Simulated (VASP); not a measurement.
# W16F in VASP: notebook

Runs on W16F. Level: PBEsol. Tasks: single point.

Everything below comes from runs of VASP 6.6.1. Logs are shortened: lines on timing, memory, paths and dates and some standing lists are left out, and cuts for length are marked.

## 1. The cell of the first run

The cell holds a slab with vacuum, 17 atoms: a = 6.320 Å, b = 5.473 Å, c = 18.703 Å, α = 90.00°, β = 90.00°, γ = 54.74°.

## 2. Single point, PBEsol

The input, INCAR:

```
PREC     = Accurate       # precision mode
ENCUT    = 520            # plane-wave cutoff, eV
EDIFF    = 1E-6           # SCF threshold, eV
ISMEAR   = 0              # smearing method
SIGMA    = 0.1            # smearing width, eV
LREAL    = Auto         
LASPH    = True           # aspherical terms in the spheres
NELM     = 100            # most SCF steps
ALGO     = Normal         # electronic algorithm
ISIF     = 2              # what is computed and relaxed
LWAVE    = False          # write WAVECAR
LCHARG   = False          # write CHGCAR
GGA      = PS             # functional
NBANDS   = 130            # bands
```

The input, KPOINTS:

```
Automatic mesh
0
Gamma
  3 4 1
```

The input, POSCAR:

```
W16F
1.0
    6.3200000000      0.0000000000      0.0000000000
    3.1600000000      4.4689150000      0.0000000000
    0.0000000000      0.0000000000     18.7033720000
W F
16 1
Direct
   -0.2499999441      0.4999998881      0.0534662947
    0.2500000559      0.4999998881      0.0534662947
   -0.2500000000      1.0000000000      0.0534662947
    0.2500000000      1.0000000000      0.0534662947
    0.0000244492      0.0013564814      0.1694229254
    0.5003717620      0.0006222987      0.1693948022
    0.0002129973      0.4998018535      0.1697459688
    0.4995954856      0.5008495351      0.1693434211
   -0.2516872654      0.5043409866      0.2892225530
    0.2508237099      0.5008880232      0.2890902239
   -0.2521181617      1.0052923361      0.2893170280
    0.2526454957      0.9968817935      0.2894016116
    0.0051284162     -0.0069236045      0.4026170254
    0.5046163933     -0.0016910145      0.4061281570
   -0.0028113651      0.5016239960      0.4027020368
    0.4924915429      0.5137564711      0.4095684457
    0.5328681221      0.2926893888      0.4995038328
```

Potentials or basis: VASP PAW PBE potentials, release 64 (W_sv, F).

Started as:

```bash
$ cat potpaw_PBE.64/W_sv/POTCAR potpaw_PBE.64/F/POTCAR > POTCAR
$ mpirun -np 1 vasp_std > vasp.out
```

OUTCAR:

```text
PREC = Accurate
   ENCUT = 520
   EDIFF = 1E-6
   ISMEAR = 0
   LREAL = Auto
   LASPH = True
   NELM = 100
   ISIF = 2
   GGA = PS

 ion  position               nearest neighbor table
   1  0.750  0.500  0.053-   8 2.68   7 2.69   3 2.74   4 2.74   4 2.74   3 2.74   5 3.11   6 3.12
                             2 3.16   2 3.16
   2  0.250  0.500  0.053-   8 2.68   7 2.69   4 2.74   3 2.74   3 2.74   4 2.74   6 3.11   5 3.12
                             1 3.16   1 3.16
   3  0.750  0.000  0.053-   6 2.68   5 2.69   1 2.74   2 2.74   2 2.74   1 2.74   8 3.12   7 3.12
                             4 3.16   4 3.16
   4  0.250  0.000  0.053-   5 2.68   6 2.69   2 2.74   1 2.74   1 2.74   2 2.74   8 3.11   7 3.12
                             3 3.16   3 3.16
   5  0.000  0.001  0.169-   4 2.68   3 2.69   7 2.73   8 2.74   8 2.74  11 2.74   7 2.74  12 2.75
                             1 3.11   2 3.12   6 3.16   6 3.16  10 3.16   9 3.17
   6  0.500  0.001  0.169-   3 2.68   4 2.69   8 2.74   7 2.74   7 2.74   8 2.74  11 2.74  12 2.74
                             2 3.11   1 3.12   9 3.15   5 3.16   5 3.16  10 3.16
   7  0.000  0.500  0.170-   2 2.69   1 2.69   5 2.73   9 2.74   6 2.74   6 2.74  10 2.74   5 2.74
                             4 3.12   3 3.12   8 3.16   8 3.16  12 3.17  11 3.18
   8  0.500  0.501  0.169-   1 2.68   2 2.68   6 2.74   5 2.74  10 2.74   5 2.74   6 2.74   9 2.74
                             4 3.11   3 3.12  11 3.15  12 3.16   7 3.16   7 3.16
   9  0.748  0.504  0.289-  15 2.64  12 2.71  11 2.73   7 2.74  11 2.74   8 2.74  16 2.75  12 2.77
                            14 3.11  13 3.12   6 3.15  10 3.16  10 3.16   5 3.17
  10  0.251  0.501  0.289-  15 2.66  11 2.72  12 2.72   8 2.74   7 2.74  16 2.75  12 2.75  11 2.76
                            13 3.06  14 3.14   9 3.16   6 3.16   5 3.16   9 3.16
  11  0.748  0.005  0.289-  13 2.65  14 2.68  10 2.72   9 2.73   9 2.74   6 2.74   5 2.74  10 2.76
                            15 3.09   8 3.15  12 3.16  12 3.16   7 3.18  16 3.20
  12  0.253  0.997  0.289-  13 2.64  14 2.70   9 2.71  10 2.72   6 2.74   5 2.75  10 2.75   9 2.77
                            15 3.09  16 3.12   8 3.16  11 3.16  11 3.16   7 3.17
  13  0.005  0.993  0.403-  12 2.64  11 2.65  16 2.66  15 2.72  15 2.75  16 2.82  10 3.06   9 3.12
                            14 3.15  14 3.17
  14  0.505  0.998  0.406-  17 2.45  11 2.68  16 2.70  15 2.70  12 2.70  15 2.77  16 2.78   9 3.11
                            10 3.14  13 3.15  13 3.17
  15  0.997  0.502  0.403-   9 2.64  10 2.66  14 2.70  13 2.72  13 2.75  14 2.77  11 3.09  12 3.09
                            16 3.15  16 3.17
  16  0.492  0.514  0.410-  17 2.00  13 2.66  14 2.70  10 2.75   9 2.75  14 2.78  13 2.82  12 3.12
                            15 3.15  15 3.17  11 3.20
  17  0.533  0.293  0.500-  16 2.00  14 2.45

  LATTYP: Found a base centered orthorhombic cell.
 ALAT       =     6.3200000000
 B/A-ratio  =     1.4142136076
 C/A-ratio  =     2.9593943038

  Lattice vectors:

 A1 = (   3.1600000000,  -4.4689150000,   0.0000000000)
 A2 = (   3.1600000000,   4.4689150000,   0.0000000000)
 A3 = (   0.0000000000,   0.0000000000,  18.7033720000)
[... 157 lines left out ...]
   ISMEAR =     0;   SIGMA  =   0.10  broadening in eV -4-tet -1-fermi 0-gaus
   EFERMI_NEDOS =   21; number of points for ismear=-14 and -15
   IALGO  =     38    algorithm
   IMIX   =      4    mixing-type and parameters
     AMIX     =   0.40;   BMIX     =  1.00
     AMIX_MAG =   1.60;   BMIX_MAG =  1.00
  volume/ion in A,a.u.               =      31.07       209.69
  Fermi-wavevector in a.u.,A,eV,Ry     =   1.242603  2.348180 21.008248  1.544063
  Thomas-Fermi vector in A             =   2.376950
   LORBIT       =      0    0 simple, 1 ext, 2 COOP (PROOUT), +10 PAW based schemes
   GGA     = PS    functional components
   LHFCALC =     F    Hartree Fock is set to
   AEXX    =    0.0000 exact exchange contribution
   IVDW    =     0    specifies the selected vdW correction
   LEPSILON=     F    determine dielectric tensor
   LRPA    =     F    only Hartree local field effects (RPA)
 non-spin polarized calculation
 Gauss-broadening in eV      SIGMA  =   0.10
  energy-cutoff  :      520.00
  volume of cell :      528.25
 maximum number of plane-waves:     14263
   NGX = 23   NGY = 21   NGZ = 69

 number of electron     231.0000006 magnetization

 Free energy of the ion-electron system (eV)
  ---------------------------------------------------
  ext. energy  EPLUGINS =         0.00000000
  ---------------------------------------------------
  free energy    TOTEN  =      -214.15660589 eV

  energy without entropy =     -214.11087000  energy(sigma->0) =     -214.13373794

 E-fermi :   3.0092     XC(G=0):  -7.7732

 val. band max:        3.0072027635   @ k =   0.0000   0.2500   0.0000
 cond. band min:       3.0439412044   @ k =   0.3333   0.0000   0.0000
 fundamental gap:      0.0367384409
 Fermi energy:         3.0091508066

 k-point     1 :       0.0000    0.0000    0.0000
  band No.  band energies     occupation
      1     -71.2579      2.00000
      2     -71.1377      2.00000
      3     -71.0788      2.00000
      4     -71.0349      2.00000
      5     -71.0295      2.00000
      6     -71.0277      2.00000
[... 899 lines left out ...]
    126       4.1774      0.00000
    127       4.2863      0.00000
 [bands above 127 left out]

------------------------ aborting loop because EDIFF is reached ----------------------------------------

  FORCE on cell =-STRESS in cart. coord.  units (eV):
  Direction    XX          YY          ZZ          XY          YZ          ZX
  --------------------------------------------------------------------------------------
  -------------------------------------------------------------------------------------
  Total      -20.9599916    -15.2775585      0.1003151      0.4120122     -1.1028564     -0.6181147
  in kB      -63.5715210    -46.3367377      0.3042550      1.2496305     -3.3449563     -1.8747378
  external PRESSURE =     -36.5346679 kB  Pullay stress =       0.0000000 kB

 VOLUME and BASIS-vectors are now :
 -----------------------------------------------------------------------------
  energy-cutoff  :      520.00
  volume of cell :      528.25
      direct lattice vectors                 reciprocal lattice vectors
     6.320000000  0.000000000  0.000000000     0.158227848 -0.111883981  0.000000000
     3.160000000  4.468915000  0.000000000     0.000000000  0.223767962  0.000000000
     0.000000000  0.000000000 18.703372000     0.000000000  0.000000000  0.053466295

 POSITION                                       TOTAL-FORCE (eV/Angst)
 -----------------------------------------------------------------------------------
      6.32000      2.23446      1.00000         0.017888     -0.046479     -0.030620
      3.16000      2.23446      1.00000         0.101959     -0.028484     -0.011742
      4.74000      0.00000      1.00000        -0.072298      0.041179     -0.027710
      1.58000      0.00000      1.00000        -0.031424      0.085769      0.004708
      0.00444      0.00606      3.16878         0.005462      0.005559      0.009458
      3.16432      0.00278      3.16825         0.005828      0.002701      0.006313
[... 9 lines left out ...]
      4.73602      2.29593      7.66031         0.071939      0.145061     -0.187447
      4.29263      1.30800      9.34241        -0.201168     -0.324368      0.031351
 -----------------------------------------------------------------------------------
    total drift:                               -0.005375     -0.001219      0.006225

  FREE ENERGIE OF THE ION-ELECTRON SYSTEM (eV)
  ---------------------------------------------------
  free  energy   TOTEN  =      -214.1566058899 eV

  energy  without entropy=     -214.1108699995  energy(sigma->0) =     -214.13373794
```

stdout:

```text
POSCAR found type information on POSCAR W F
 POSCAR found :  2 types and      17 ions
 scaLAPACK will be used
 -----------------------------------------------------------------------------
|                                                                             |
|                                                                             |
|     You enforced a specific xc type in the INCAR file but a different       |
|     I HOPE YOU KNOW WHAT YOU ARE DOING!                                     |
|                                                                             |
 -----------------------------------------------------------------------------

 LDA part: xc-table for (Slater+PW92), standard interpolation
 POSCAR, INCAR and KPOINTS ok, starting setup
 FFT: planning ... GRIDC
 FFT: planning ... GRID_SOFT
 FFT: planning ... GRID
 WAVECAR not read
 entering main loop
```

It took 20 min on 1 thread of AMD EPYC 7R13 (Zen 3), shared host; peak memory 0.72 GiB.

What came out:

- Free energy: -214.1566 eV
- Largest force: 0.383 eV/Å
- Band gap on the k mesh: zero (an odd number of electrons rules out a gap without spin polarisation)

Forces in eV/Å, atoms in the order of the input:
```
W    0.018 -0.046 -0.031
W    0.102 -0.028 -0.012
W   -0.072  0.041 -0.028
W   -0.031  0.086  0.005
W    0.005  0.006  0.009
W    0.006  0.003  0.006
W    0.006  0.006 -0.003
W    0.004  0.005  0.004
W   -0.001  0.021  0.018
W    0.012  0.004  0.010
W    0.007  0.003 -0.001
W    0.009  0.022  0.004
W    0.026  0.014  0.051
W    0.027  0.029  0.082
W    0.012  0.015  0.043
W    0.072  0.145 -0.187
F   -0.201 -0.324  0.031
```

Caveat: the PAW data sets were made with another functional, which shifts forces and pressure a little; spin-orbit coupling is left out, which moves the levels of the heavy elements; an odd number of electrons without spin polarisation forces a metal; a magnetic or distorted state may lie lower.

[end of part 1 of 2]
